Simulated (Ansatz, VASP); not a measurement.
**One calculation of TaAs, two programs**

```xyz
4
Lattice="-1.6985 1.6985 5.7886 1.6985 -1.6985 5.7886 1.6985 1.6985 -5.7886" Properties=species:S:1:pos:R:3 pbc="T T T"
Ta    0.0000    0.0000    5.7883
Ta    1.6985    0.0000    2.8939
As    0.0000    0.0000    0.9567
As    0.0000    1.6985    3.8510
```

Change from the starting cell: volume scaled by 0.96.

Alike in both runs: task single point; functional LDA; k mesh 11 × 11 × 11; occupations fermi-dirac, width 0.05 eV; no spin polarisation.

|  | VASP | Ansatz |
| --- | --- | --- |
| version | VASP 6.6.1 | Ansatz 0.2.0 |
| potentials or method | VASP PAW LDA potentials, release 64 (Ta_pv, As), cutoff 520 eV | all-electron LAPW, scalar-relativistic |

```tsv
	VASP	Ansatz	Ansatz less VASP
gap on the k mesh at the Fermi level (eV)	none	none	-
pressure (GPa)	1.1	0.0	-1.17
traceless stress, the component that is largest in VASP (GPa)	-0.89	-0.76	+0.125
rms of the force components (eV/Å)	0.025	0.022	-0.0032
```

LDA's correlation is that of Perdew and Zunger in VASP and of Perdew and Wang (1992) in Ansatz. Atom by atom the forces differ by 0.003 eV/Å (rms over components). A gap of «none» marks a metal or a gap that the smearing closes. Ansatz ran all-electron here, and VASP with PAW potentials.

Neither program's run includes spin-orbit coupling.
